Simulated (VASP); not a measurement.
# Ta (I4/mmm) in VASP: single point with PBEsol

Aim: the single point of Ta with PBEsol.

Everything below comes from runs of VASP 6.6.1. Logs are shortened: lines on timing, memory, paths and dates and some standing lists are left out, and cuts for length are marked.

## (1) The cell of the first run

The structure is tetragonal, space group I4/mmm (No. 139). The conventional cell has a = 2.749 Å, b = 2.749 Å, c = 4.734 Å, α = 90.00°, β = 90.00°, γ = 90.00°. Ta (site symmetry 4/mmm) has 12 Ta at 2.75 to 3.06 Å within 3.6 Å.

## (2) Single point, PBEsol

INCAR

```
  PREC = Accurate
  ENCUT = 500
  EDIFF = 1E-6
  ISMEAR = 0
  SIGMA = 0.1
  LREAL = F
  LASPH = T
  NELM = 120
  ALGO = Normal
  ISIF = 2
  LWAVE = F
  LCHARG = F
  GGA = PS
  NBANDS = 12
  GGA_COMPAT = F
```

KPOINTS

```
Automatic mesh
0
Gamma
  8 8 8
```

POSCAR

```
Ta
1.0
   -1.3742747388      1.3742747388      2.3669781498
    1.3742747388     -1.3742747388      2.3669781498
    1.3742747388      1.3742747388     -2.3669781498
Ta
1
Direct
    0.0000000000      0.0000000000      0.0000000000
```

Potentials or basis: VASP PAW PBE potentials, release 64 (Ta_pv).

Launch:

```bash
$ cat potpaw_PBE.64/Ta_pv/POTCAR > POTCAR
$ mpirun -np 1 vasp_std > vasp.out
```

OUTCAR:

```text
PREC = Accurate
   ENCUT = 500
   EDIFF = 1E-6
   ISMEAR = 0
   LREAL = F
   LASPH = T
   NELM = 120
   ISIF = 2
   GGA = PS

 ion  position               nearest neighbor table
   1  0.000  0.000  0.000-

  LATTYP: Found a body centered tetragonal cell.
 ALAT       =     2.7485494776
 C/A-ratio  =     1.7223471283

  Lattice vectors:

 A1 = (  -1.3742747388,   1.3742747388,   2.3669781498)
 A2 = (   1.3742747388,  -1.3742747388,   2.3669781498)
 A3 = (   1.3742747388,   1.3742747388,  -2.3669781498)

Analysis of symmetry for initial positions (statically):
=====================================================================
 Subroutine PRICEL returns:
 Original cell was already a primitive cell.

 Routine SETGRP: Setting up the symmetry group for a
 body centered tetragonal supercell.

 Subroutine GETGRP returns: Found 16 space group operations
 (whereof 16 operations were pure point group operations)
 out of a pool of 16 trial point group operations.

The static configuration has the point symmetry D_4h.

Analysis of symmetry for dynamics (positions and initial velocities):
=====================================================================
 Subroutine PRICEL returns:
 Original cell was already a primitive cell.

 Routine SETGRP: Setting up the symmetry group for a
 body centered tetragonal supercell.

 Subroutine GETGRP returns: Found 16 space group operations
 (whereof 16 operations were pure point group operations)
 out of a pool of 16 trial point group operations.

The dynamic configuration has the point symmetry D_4h.

 Subroutine INISYM returns: Found 16 space group operations
 (whereof 16 operations are pure point group operations),
 and found     1 'primitive' translations

----------------------------------------------------------------------------------------

                                     Primitive cell

  volume of cell :      17.8814

  direct lattice vectors                    reciprocal lattice vectors
    -1.374274739  1.374274739  2.366978150     0.000000000  0.363828269  0.211239804
     1.374274739 -1.374274739  2.366978150     0.363828269  0.000000000  0.211239804
     1.374274739  1.374274739 -2.366978150     0.363828269  0.363828269  0.000000000

  length of vectors
     3.062653699  3.062653699  3.062653699     0.420705674  0.420705674  0.514530873

  position of ions in fractional coordinates (direct lattice)
     0.000000000  0.000000000  0.000000000

  ion indices of the primitive-cell ions
   primitive index   ion index
                 1           1

----------------------------------------------------------------------------------------

 KPOINTS: Automatic mesh

Automatic generation of k-mesh.
 Grid dimensions read from file:
 generate k-points for:    8    8    8

 Generating k-lattice:

  Cartesian coordinates                     Fractional coordinates (reciprocal lattice)
     0.000000000  0.045478534  0.026404975     0.125000000 -0.000000000  0.000000000
     0.045478534  0.000000000  0.026404975    -0.000000000  0.125000000  0.000000000
     0.045478534  0.045478534  0.000000000     0.000000000  0.000000000  0.125000000

  Length of vectors
     0.052588209  0.052588209  0.064316359

  Shift w.r.t. Gamma in fractional coordinates (k-lattice)
     0.000000000  0.000000000  0.000000000

 Subroutine IBZKPT returns following result:
 ===========================================

 Found     59 irreducible k-points:

 Following reciprocal coordinates:
            Coordinates               Weight
  0.000000  0.000000  0.000000      1.000000
  0.125000 -0.000000  0.000000      8.000000
  0.250000 -0.000000  0.000000      8.000000
  0.375000 -0.000000  0.000000      8.000000
  0.500000 -0.000000  0.000000      4.000000
  0.125000  0.125000  0.000000      8.000000
[... 16 lines left out ...]
  0.250000  0.125000  0.125000     16.000000
  0.375000  0.125000  0.125000      8.000000
 [... further k-points ...]
   k-points           NKPTS =     59   k-points in BZ     NKDIM =     59   number of bands    NBANDS=     12
   number of dos      NEDOS =    301   number of ions     NIONS =      1
   total plane-waves  NPLWV =  13824
   dimension x,y,z NGX =    24 NGY =   24 NGZ =   24
   dimension x,y,z NGXF=    48 NGYF=   48 NGZF=   48
   ions per type =               1
   NGX,Y,Z   is equivalent  to a cutoff of  13.03, 13.03, 13.03 a.u.
   NGXF,Y,Z  is equivalent  to a cutoff of  26.06, 26.06, 26.06 a.u.
 SYSTEM =  unknown system
   PREC   = accura    normal or accurate (medium, high low for compatibility)
   ISTART =      0    job   : 0-new  1-cont  2-samecut
   ICHARG =      2    charge: 1-file 2-atom 10-const
   ISPIN  =      1    spin polarized calculation?
   LNONCOLLINEAR =      F non collinear calculations
   LSORBIT =      F    spin-orbit coupling
   LASPH  =      T    aspherical Exc in radial PAW
   ENCUT  =  500.0 eV  36.75 Ry    6.06 a.u.   5.58  5.58  5.58*2*pi/ulx,y,z
   NELM   =    120;   NELMIN=  2; NELMDL= -5     # of ELM steps
   EDIFF  = 0.1E-05   stopping-criterion for ELM
   LREAL  =      F    real-space projection
   EDIFFG = 0.1E-04   stopping-criterion for IOM
   NSW    =      0    number of steps for IOM
   IBRION =     -1    ionic relax: 0-MD 1-quasi-New 2-CG
   NFREE  =      0    steps in history (QN), initial steepest desc. (CG)
   ISIF   =      2    stress and relaxation
   ISYM   =      2    0-nonsym 1-usesym 2-fastsym
   POTIM  = 0.5000    time-step for ionic-motion
   TEBEG  =    0.0;   TEEND  =   0.0 temperature during run
   PSTRESS=    0.0 pullay stress
   NELECT =      11.0000    total number of electrons
   NUPDOWN=      -1.0000    fix difference up-down
   EMIN   =  10.00;   EMAX   =-10.00  energy-range for DOS
   EFERMI =   0.00;   METHOD = LEGACY
   ISMEAR =     0;   SIGMA  =   0.10  broadening in eV -4-tet -1-fermi 0-gaus
   EFERMI_NEDOS =   21; number of points for ismear=-14 and -15
   IALGO  =     38    algorithm
   IMIX   =      4    mixing-type and parameters
     AMIX     =   0.40;   BMIX     =  1.00
     AMIX_MAG =   1.60;   BMIX_MAG =  1.00
  volume/ion in A,a.u.               =      17.88       120.67
  Fermi-wavevector in a.u.,A,eV,Ry     =   1.392319  2.631101 26.375586  1.938551
  Thomas-Fermi vector in A             =   2.516073
   LORBIT       =      0    0 simple, 1 ext, 2 COOP (PROOUT), +10 PAW based schemes
   GGA     = PS    functional components
   LHFCALC =     F    Hartree Fock is set to
   AEXX    =    0.0000 exact exchange contribution
   IVDW    =     0    specifies the selected vdW correction
   LEPSILON=     F    determine dielectric tensor
   LRPA    =     F    only Hartree local field effects (RPA)
 non-spin polarized calculation
 Gauss-broadening in eV      SIGMA  =   0.10
  energy-cutoff  :      500.00
  volume of cell :       17.88
 maximum number of plane-waves:       467
 NGX is ok and might be reduce to    24
   NGX = 11   NGY = 11   NGZ = 11

 number of electron      10.9999999 magnetization

 Free energy of the ion-electron system (eV)
  ---------------------------------------------------
  ext. energy  EPLUGINS =         0.00000000
  ---------------------------------------------------
  free energy    TOTEN  =       -12.37333027 eV

  energy without entropy =      -12.36766790  energy(sigma->0) =      -12.37049908

 E-fermi :   5.5936     XC(G=0): -12.7518

 val. band max:        5.5827266715   @ k =  -0.3750  -0.3750   0.3750
 cond. band min:       5.6234078029   @ k =  -0.1250   0.3750   0.1250
 fundamental gap:      0.0406811314
 Fermi energy:         5.5935739704

 k-point     1 :       0.0000    0.0000    0.0000
  band No.  band energies     occupation
      1     -27.7178      2.00000
      2     -27.5116      2.00000
      3     -27.5116      2.00000
      4      -2.5615      2.00000
      5       4.5633      2.00000
      6       6.9650      0.00000
      7       7.4183      0.00000
      8       7.4183      0.00000
      9      11.3022      0.00000
     10      18.9820      0.00000
     11      20.1071      0.00000
     12      20.1227      0.00000

 k-point     2 :       0.1250   -0.0000    0.0000
  band No.  band energies     occupation
      1     -27.8002      2.00000
      2     -27.6804      2.00000
      3     -27.5117      2.00000
      4      -1.9049      2.00000
      5       4.8069      2.00000
      6       6.4959      0.00000
      7       7.3635      0.00000
      8       7.7148      0.00000
      9      10.7334      0.00000
     10      19.9691      0.00000
     11      20.1060      0.00000
     12      21.2075      0.00000

 k-point     3 :       0.2500   -0.0000    0.0000
  band No.  band energies     occupation
      1     -28.2487      2.00000
      2     -27.8117      2.00000
      3     -27.5116      2.00000
      4      -0.3490      2.00000
      5       5.0973      2.00000
      6       5.2981      1.99997
      7       8.1396      0.00000
      8       8.6890      0.00000
      9      10.0602      0.00000
     10      19.1375      0.00000
     11      20.1097      0.00000
     12      22.1159      0.00000
[... 286 lines left out ...]
 k-point    23 :       0.2500    0.1250    0.1250
  band No.  band energies     occupation
      1     -28.6035      2.00000
      2     -28.0985      2.00000
      3     -27.8844      2.00000
      4       2.2131      2.00000
      5       4.1329      2.00000
      6       5.4408      1.96922
      7       7.3837      0.00000
      8      10.4064      0.00000
      9      12.0487      0.00000
     10      18.3770      0.00000
     11      20.1224      0.00000
     12      22.1326      0.00000

 k-point    24 :       0.3750    0.1250    0.1250
  band No.  band energies     occupation
      1     -28.7609      2.00000
      2     -28.0833      2.00000
      3     -27.9275      2.00000
      4       2.5235      2.00000
      5       3.6486      2.00000
      6       6.0831      0.00000
      7       7.1977      0.00000
      8      10.9700      0.00000
      9      13.7461      0.00000
     10      16.7961      0.00000
     11      20.1180      0.00000
     12      22.3503      0.00000

 [... further k-points ...]
[... 5 lines left out ...]
  --------------------------------------------------------------------------------------
  -------------------------------------------------------------------------------------
  Total        0.0216777      0.0216777      0.0395198      0.0000000      0.0000000      0.0000000
  in kB        1.9423248      1.9423248      3.5409823      0.0000000      0.0000000      0.0000000
  external PRESSURE =       2.4752106 kB  Pullay stress =       0.0000000 kB

 VOLUME and BASIS-vectors are now :
 -----------------------------------------------------------------------------
  energy-cutoff  :      500.00
  volume of cell :       17.88
      direct lattice vectors                 reciprocal lattice vectors
    -1.374274739  1.374274739  2.366978150     0.000000000  0.363828269  0.211239804
     1.374274739 -1.374274739  2.366978150     0.363828269  0.000000000  0.211239804
     1.374274739  1.374274739 -2.366978150     0.363828269  0.363828269  0.000000000

 POSITION                                       TOTAL-FORCE (eV/Angst)
 -----------------------------------------------------------------------------------
      0.00000      0.00000      0.00000        -0.000000     -0.000000      0.000000
 -----------------------------------------------------------------------------------
    total drift:                               -0.000000      0.000000      0.000000

  FREE ENERGIE OF THE ION-ELECTRON SYSTEM (eV)
  ---------------------------------------------------
  free  energy   TOTEN  =       -12.3733302657 eV

  energy  without entropy=      -12.3676679030  energy(sigma->0) =      -12.37049908
```

Wall time 15 s (1 thread of AMD EPYC 7R43 (Zen 3), shared host); peak memory 0.11 GiB.

What came out:

* Free energy: -12.3733 eV
* Pressure: 0.2 GPa
* Band gap on the k mesh: zero (an odd number of electrons rules out a gap without spin polarisation)

Caveat: the PAW data sets were made with another functional, which shifts forces and pressure a little; spin-orbit coupling is left out, which moves the levels of the heavy elements.

The gap in the log of VASP goes by the Fermi energy; the results here count the filled bands.